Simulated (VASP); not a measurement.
# HF in VASP: a series of runs, part 2 of 2

VASP 6.6.1.

### 4 Single point, r2SCAN+D3(BJ)

The input, POSCAR:

```
HF
1.0
    6.6883740000      0.0000000000      0.0000000000
    0.0000000000      6.6883740000      0.0000000000
    0.0000000000      0.0000000000      6.6883740000
F H
8 8
Direct
    0.1476592069      0.2005121125      0.7149420771
    0.7779768296      0.1261741643      0.8964959196
   -0.0010316409      0.7164820628      0.3475583154
    0.7929131953      0.6625078083      0.6479003716
    0.1009662438      0.9582000050      1.0659242441
    0.5053395638      0.3104491465      0.5501935149
    0.5005700937      0.8960623314      0.7351861603
    0.7315230877      0.2804119506      0.2459641162
    0.2631132769      0.2376661353      0.6423982869
    0.6685182378      0.0704954597      0.8259556060
    0.0189433187      0.8191527567      0.2538584116
    0.8711683886      0.7020689932      0.5375596520
    0.0829947608      1.0366346140      0.9480181581
    0.5951820278      0.3012391353      0.4445325575
    0.6037192298      0.8084177111      0.7036538328
    0.7174090444      0.2219672524      0.1194610230
```

The input, INCAR.step1:

```
SYSTEM = HF
PREC = Accurate
ENCUT = 520
ISMEAR = -1
SIGMA = 0.02
LREAL = Auto
LASPH = .True.
NELM = 60
NBANDS = 46
GGA = PE
ALGO = Normal
EDIFF = 1E-4
LWAVE = .True.
LCHARG = .False.
```

The input, INCAR.step2:

```
SYSTEM = HF
PREC = Accurate
ENCUT = 520
EDIFF = 1E-7
ISMEAR = -1
SIGMA = 0.02
LREAL = Auto
LASPH = .True.
NELM = 60
ALGO = Normal
ISIF = 2
LWAVE = .False.
LCHARG = .True.
METAGGA = R2SCAN
LMIXTAU = .True.
IVDW = 12
VDW_S6 = 1.0
VDW_S8 = 0.78981345
VDW_A1 = 0.49484001
VDW_A2 = 5.73083694
LELF = .True.
LVHAR = .True.
NBANDS = 46
ISTART = 1
```

The input, KPOINTS:

```
Automatic mesh
0
Gamma
  1 1 1
  0 0 0
```

Potentials or basis: VASP PAW PBE potentials, release 64 (F, H).

Launch:

```
$ cat potpaw_PBE.64/F/POTCAR potpaw_PBE.64/H/POTCAR > POTCAR
$ cp INCAR.step1 INCAR
$ mpirun -np 1 vasp_gam > vasp.out
$ cp INCAR.step2 INCAR
$ mpirun -np 1 vasp_gam > vasp.out
```

OUTCAR:

```text
SYSTEM = HF
   PREC = Accurate
   ENCUT = 520
   EDIFF = 1E-7
   ISMEAR = -1
   LREAL = Auto
   LASPH = .True.
   NELM = 60
   ISIF = 2
   METAGGA = R2SCAN
   IVDW = 12
   ISTART = 1
 IVDW          = 12

 ion  position               nearest neighbor table
   1  0.148  0.201  0.715-   9 0.95
   2  0.778  0.126  0.896-  10 0.95
   3  0.999  0.716  0.348-  11 0.94
   4  0.793  0.663  0.648-  12 0.94
   5  0.101  0.958  0.066-  13 0.95
   6  0.505  0.310  0.550-  14 0.93
[... 8 lines left out ...]
  15  0.604  0.808  0.704-   7 0.93
  16  0.717  0.222  0.119-   8 0.94

  LATTYP: Found a simple cubic cell.
 ALAT       =     6.6883740000

  Lattice vectors:

 A1 = (   6.6883740000,   0.0000000000,   0.0000000000)
 A2 = (   0.0000000000,   6.6883740000,   0.0000000000)
 A3 = (   0.0000000000,   0.0000000000,   6.6883740000)

Analysis of symmetry for initial positions (statically):
=====================================================================
 Subroutine PRICEL returns:
 Original cell was already a primitive cell.

 Routine SETGRP: Setting up the symmetry group for a
 simple cubic supercell.

 Subroutine GETGRP returns: Found  1 space group operations
 (whereof  1 operations were pure point group operations)
 out of a pool of 48 trial point group operations.

The static configuration has the point symmetry C_1 .

Analysis of symmetry for dynamics (positions and initial velocities):
=====================================================================
 Subroutine PRICEL returns:
 Original cell was already a primitive cell.

 Routine SETGRP: Setting up the symmetry group for a
 simple cubic supercell.

 Subroutine GETGRP returns: Found  1 space group operations
 (whereof  1 operations were pure point group operations)
 out of a pool of 48 trial point group operations.

The dynamic configuration has the point symmetry C_1 .

 Subroutine INISYM returns: Found  1 space group operations
 (whereof  1 operations are pure point group operations),
 and found     1 'primitive' translations

----------------------------------------------------------------------------------------

                                     Primitive cell

  volume of cell :     299.2000

  direct lattice vectors                    reciprocal lattice vectors
     6.688374000  0.000000000  0.000000000     0.149513170  0.000000000  0.000000000
     0.000000000  6.688374000  0.000000000     0.000000000  0.149513170  0.000000000
     0.000000000  0.000000000  6.688374000     0.000000000  0.000000000  0.149513170

  length of vectors
     6.688374000  6.688374000  6.688374000     0.149513170  0.149513170  0.149513170

  position of ions in fractional coordinates (direct lattice)
     0.147659207  0.200512113  0.714942077
     0.777976830  0.126174164  0.896495920
     0.998968359  0.716482063  0.347558315
     0.792913195  0.662507808  0.647900372
     0.100966244  0.958200005  0.065924244
     0.505339564  0.310449146  0.550193515
[... 8 lines left out ...]
     0.603719230  0.808417711  0.703653833
     0.717409044  0.221967252  0.119461023

  ion indices of the primitive-cell ions
   primitive index   ion index
                 1           1
                 2           2
                 3           3
                 4           4
                 5           5
                 6           6
[... 8 lines left out ...]
                15          15
                16          16

----------------------------------------------------------------------------------------

 KPOINTS: Automatic mesh

Automatic generation of k-mesh.
 Grid dimensions read from file:
 generate k-points for:    1    1    1

 Generating k-lattice:

  Cartesian coordinates                     Fractional coordinates (reciprocal lattice)
     0.149513170  0.000000000  0.000000000     1.000000000  0.000000000  0.000000000
     0.000000000  0.149513170  0.000000000     0.000000000  1.000000000  0.000000000
     0.000000000  0.000000000  0.149513170     0.000000000  0.000000000  1.000000000

  Length of vectors
     0.149513170  0.149513170  0.149513170

  Shift w.r.t. Gamma in fractional coordinates (k-lattice)
     0.000000000  0.000000000  0.000000000

 Subroutine IBZKPT returns following result:
 ===========================================

 Found      1 irreducible k-points:

 Following reciprocal coordinates:
            Coordinates               Weight
  0.000000  0.000000  0.000000      1.000000
   k-points           NKPTS =      1   k-points in BZ     NKDIM =      1   number of bands    NBANDS=     46
   number of dos      NEDOS =    301   number of ions     NIONS =     16
   total plane-waves  NPLWV = 125000
   dimension x,y,z NGX =    50 NGY =   50 NGZ =   50
   dimension x,y,z NGXF=   100 NGYF=  100 NGZF=  100
   ions per type =               8   8
   NGX,Y,Z   is equivalent  to a cutoff of  12.43, 12.43, 12.43 a.u.
   NGXF,Y,Z  is equivalent  to a cutoff of  24.86, 24.86, 24.86 a.u.
 SYSTEM =  HF
   PREC   = accura    normal or accurate (medium, high low for compatibility)
   ISTART =      1    job   : 0-new  1-cont  2-samecut
   ICHARG =      0    charge: 1-file 2-atom 10-const
   ISPIN  =      1    spin polarized calculation?
   LNONCOLLINEAR =      F non collinear calculations
   LSORBIT =      F    spin-orbit coupling
   LASPH  =      T    aspherical Exc in radial PAW
   ENCUT  =  520.0 eV  38.22 Ry    6.18 a.u.  12.44 12.44 12.44*2*pi/ulx,y,z
   NELM   =     60;   NELMIN=  2; NELMDL=  0     # of ELM steps
   EDIFF  = 0.1E-06   stopping-criterion for ELM
   LREAL  =      T    real-space projection
   EDIFFG = 0.1E-05   stopping-criterion for IOM
   NSW    =      0    number of steps for IOM
   IBRION =     -1    ionic relax: 0-MD 1-quasi-New 2-CG
   NFREE  =      0    steps in history (QN), initial steepest desc. (CG)
   ISIF   =      2    stress and relaxation
   ISYM   =      2    0-nonsym 1-usesym 2-fastsym
   POTIM  = 0.5000    time-step for ionic-motion
   TEBEG  =    0.0;   TEEND  =   0.0 temperature during run
   PSTRESS=    0.0 pullay stress
   NELECT =      64.0000    total number of electrons
   NUPDOWN=      -1.0000    fix difference up-down
   EMIN   =  10.00;   EMAX   =-10.00  energy-range for DOS
   EFERMI =   0.00;   METHOD = LEGACY
   ISMEAR =    -1;   SIGMA  =   0.02  broadening in eV -4-tet -1-fermi 0-gaus
   EFERMI_NEDOS =   21; number of points for ismear=-14 and -15
   IALGO  =     38    algorithm
   IMIX   =      4    mixing-type and parameters
     AMIX     =   0.40;   BMIX     =  1.00
     AMIX_MAG =   1.60;   BMIX_MAG =  1.00
  volume/ion in A,a.u.               =      18.70       126.19
  Fermi-wavevector in a.u.,A,eV,Ry     =   0.979071  1.850176 13.042278  0.958580
  Thomas-Fermi vector in A             =   2.109896
   LORBIT       =      0    0 simple, 1 ext, 2 COOP (PROOUT), +10 PAW based schemes
   METAGGA = R2SCAN    functional components
   LHFCALC =     F    Hartree Fock is set to
   AEXX    =    0.0000 exact exchange contribution
   IVDW    =    12    specifies the selected vdW correction
   LEPSILON=     F    determine dielectric tensor
   LRPA    =     F    only Hartree local field effects (RPA)
 non-spin polarized calculation
  energy-cutoff  :      520.00
  volume of cell :      299.20
 maximum number of plane-waves:      4061
 NGX is ok and might be reduce to    50
   NGX = 25   NGY = 25   NGZ = 25

 number of electron      63.9999986 magnetization

 Free energy of the ion-electron system (eV)
  ---------------------------------------------------
  ext. energy  EPLUGINS =         0.00000000
  ---------------------------------------------------
  free energy    TOTEN  =       -77.11245043 eV

  energy without entropy =      -77.11245043  energy(sigma->0) =      -77.11245043

 E-fermi :  -7.5690     XC(G=0):  -5.0020

 val. band max:       -8.0861735961   @ k =   0.0000   0.0000   0.0000
 cond. band min:       0.3048631080   @ k =   0.0000   0.0000   0.0000
 fundamental gap:      8.3910367041
 Fermi energy:        -7.5690294795

 k-point     1 :       0.0000    0.0000    0.0000
  band No.  band energies     occupation
      1     -30.7279      2.00000
      2     -30.5940      2.00000
      3     -30.3455      2.00000
      4     -30.2287      2.00000
      5     -30.0153      2.00000
      6     -29.8464      2.00000
[... 36 lines left out ...]
     43       6.4978      0.00000
     44       6.5769      0.00000
 [bands above 44 left out]

------------------------ aborting loop because EDIFF is reached ----------------------------------------

 Edisp (eV)   -0.13092

 E8    (eV) :    -0.0181

  FORCE on cell =-STRESS in cart. coord.  units (eV):
  Direction    XX          YY          ZZ          XY          YZ          ZX
  --------------------------------------------------------------------------------------
  -------------------------------------------------------------------------------------
  Total      -0.33122    -0.59864    -0.38744    -0.70577     0.81540    -0.41624
  in kB      -1.77364    -3.20565    -2.07467    -3.77931     4.36637    -2.22893
  external pressure =       -2.35 kB  Pullay stress =        0.00 kB

 VOLUME and BASIS-vectors are now :
 -----------------------------------------------------------------------------
  energy-cutoff  :      520.00
  volume of cell :      299.20
      direct lattice vectors                 reciprocal lattice vectors
     6.688374000  0.000000000  0.000000000     0.149513170  0.000000000  0.000000000
     0.000000000  6.688374000  0.000000000     0.000000000  0.149513170  0.000000000
     0.000000000  0.000000000  6.688374000     0.000000000  0.000000000  0.149513170

 POSITION                                       TOTAL-FORCE (eV/Angst)
 -----------------------------------------------------------------------------------
      0.98760      1.34110      4.78180         0.117150     -0.023539     -0.023050
      5.20340      0.84390      5.99610        -0.190242      0.182972      0.231692
      6.68147      4.79210      2.32460        -0.016832     -0.234135      0.245381
      5.30330      4.43110      4.33340        -0.609207      0.114926      0.675155
      0.67530      6.40880      0.44093         0.104145      0.344331     -0.416329
      3.37990      2.07640      3.67990        -0.802266      0.037927      1.012269
[... 8 lines left out ...]
      4.03790      5.40700      4.70630         0.929968     -1.195739     -0.439171
      4.79830      1.48460      0.79900         0.149092     -0.271550     -0.697905
 -----------------------------------------------------------------------------------
    total drift:                               -0.010227     -0.000686      0.001292

  FREE ENERGIE OF THE ION-ELECTRON SYSTEM (eV)
  ---------------------------------------------------
  free  energy   TOTEN  =       -77.2433673228 eV

  energy  without entropy=      -77.2433673228  energy(sigma->0) =      -77.24336732
```

It took 2 min on 1 thread of Intel Xeon Platinum 8259CL at 2.50GHz (Skylake/Cascade Lake), shared host; peak memory 0.35 GiB.

Results:

```
Free energy                : -77.2434 eV
Pressure                   : -0.2 GPa
Largest force              : 1.577 eV/Å
Dispersion energy per atom : -0.008 eV
```

Forces in eV/Å, atoms in the order of the input:
```
F    0.117 -0.024 -0.023
F   -0.190  0.183  0.232
F   -0.017 -0.234  0.245
F   -0.609  0.115  0.675
F    0.104  0.344 -0.416
F   -0.802  0.038  1.012
F   -0.523  1.128  0.432
F    0.045  0.284  0.665
H    0.030 -0.116  0.114
H   -0.339 -0.218 -0.180
H    0.106  0.339 -0.454
H    0.418  0.033 -0.602
H    0.062 -0.286  0.393
H    0.518 -0.120 -0.955
H    0.930 -1.196 -0.439
H    0.149 -0.272 -0.698
```

Stress tensor (GPa, compression positive):
```
-0.18 -0.38 -0.22
-0.38 -0.32  0.44
-0.22  0.44 -0.21
```

Levels at points of the mesh, in eV from the Fermi level:
```csv
k point,band 29,band 30,band 31,band 32,band 33,band 34,band 35,band 36
"(0.00, 0.00, 0.00)",-0.77,-0.67,-0.58,-0.52,7.87,11.06,11.18,11.54
```

Caveat: the k points lie up to 0.94 Å⁻¹ apart, too coarse for converged energies, forces and pressures; the PAW data sets were made with another functional, which shifts forces and pressure a little.

### 5 Single point, r2SCAN+D3(BJ)

The input, POSCAR:

```
HF
1.0
    6.6883740000      0.0000000000      0.0000000000
    0.0000000000      6.6883740000      0.0000000000
    0.0000000000      0.0000000000      6.6883740000
F H
8 8
Direct
    0.1502009307      0.1946661476      0.7150766390
    0.7859159790      0.1230642904      0.8980508566
    0.0002840750      0.7207282368      0.3442241717
    0.7976677142      0.6650943862      0.6528343062
    0.0942381512      0.9695779572      1.0670455928
    0.5077467259      0.3037509565      0.5582074208
    0.5098100076      0.8855366043      0.7343488866
    0.7230755936      0.2878577065      0.2486104994
    0.2725625092      0.2061188564      0.6524007180
    0.6721514078      0.0723195204      0.8239072755
    0.0076999283      0.8160129801      0.2449324754
    0.8673558028      0.6852188589      0.5314445634
    0.1323789609      1.0241652156      0.9448036249
    0.5975443359      0.2990711943      0.4507822081
    0.6006542098      0.7760481097      0.6930982029
    0.7397014581      0.2445885951      0.1151251410
```

Edit INCAR.step1 of step 4 so:

```diff
@@ -7,3 +7,3 @@
 LASPH = .True.
-NELM = 60
+NELM = 100
 NBANDS = 46
```

The input, INCAR.step2:

```
SYSTEM = HF
PREC = Accurate
ENCUT = 520
EDIFF = 1E-6
ISMEAR = -1
SIGMA = 0.02
LREAL = Auto
LASPH = .True.
NELM = 100
ALGO = Normal
ISIF = 2
LWAVE = .False.
LCHARG = .False.
METAGGA = R2SCAN
LMIXTAU = .True.
IVDW = 12
VDW_S6 = 1.0
VDW_S8 = 0.78981345
VDW_A1 = 0.49484001
VDW_A2 = 5.73083694
NBANDS = 46
ISTART = 1
```

The input, KPOINTS:

```
regular mesh
0
Gamma
  1 1 1
  0 0 0
```

Launch:

```
$ cat potpaw_PBE.64/F/POTCAR potpaw_PBE.64/H/POTCAR > POTCAR
$ cp INCAR.step1 INCAR
$ mpirun -np 1 vasp_gam > vasp.out
$ cp INCAR.step2 INCAR
$ mpirun -np 1 vasp_gam > vasp.out
```

Run time: 1.7 min. Hardware: 1 thread of Intel Xeon Platinum 8259CL at 2.50GHz (Skylake/Cascade Lake), shared host; peak memory 0.35 GiB.

It converged, with:

- Free energy: -77.1714 eV
- Pressure: -0.5 GPa
- Largest force: 1.441 eV/Å
- Dispersion energy per atom: -0.008 eV

Forces on the atoms (eV/Å):
```
F   -0.787 -0.371  0.708
F   -1.150 -0.009 -0.336
F   -0.125 -0.997  0.970
F   -0.431 -0.178  0.441
F    0.151 -0.263  0.714
F   -0.437  0.001  0.688
F    0.755 -0.659 -0.258
F    0.141  0.216  0.179
H    1.054  0.203 -0.598
H    0.636  0.019  0.408
H    0.199  0.951 -1.065
H    0.315  0.185 -0.488
H   -0.069  0.365 -0.755
H    0.163 -0.138 -0.589
H   -0.471  1.027  0.366
H    0.057 -0.351 -0.386
```

Stress tensor (GPa, compression positive):
```
-0.45  0.02 -0.42
 0.02 -0.86 -0.65
-0.42 -0.65 -0.06
```

Levels at points of the mesh, in eV from the Fermi level:
| k point | band 28 | band 29 | band 30 | band 31 | band 32 | band 33 | band 34 | band 35 | band 36 | band 37 |
| --- | --- | --- | --- | --- | --- | --- | --- | --- | --- | --- |
| (0.00, 0.00, 0.00) | -0.77 | -0.68 | -0.64 | -0.56 | -0.51 | 7.91 | 11.08 | 11.29 | 11.60 | 11.65 |

Caveat: the k points lie up to 0.94 Å⁻¹ apart, too coarse for converged energies, forces and pressures; the PAW data sets were made with another functional, which shifts forces and pressure a little.

### 6 Summary

```csv
cell,pressure (GPa),largest force (eV/Å)
"as given, atomic positions A",-0.5,0.53
"as given, atomic positions B",-0.8,1.61
"as given, atomic positions C",-0.2,1.58
"as given, atomic positions D",-0.5,1.44
```

Alike in all rows: task single point; level r2SCAN+D3(BJ); potentials or basis VASP PAW PBE potentials, release 64 (F, H); no spin polarisation; k mesh 1 × 1 × 1; cutoff (eV) 520; smearing fermi-dirac 0.02 eV.

Caveats: all runs use coarse meshes; the PAW data sets were made with another functional, which shifts forces and pressure a little.

Total energies depend on the potentials used, so only differences within one code and one set of settings carry meaning.
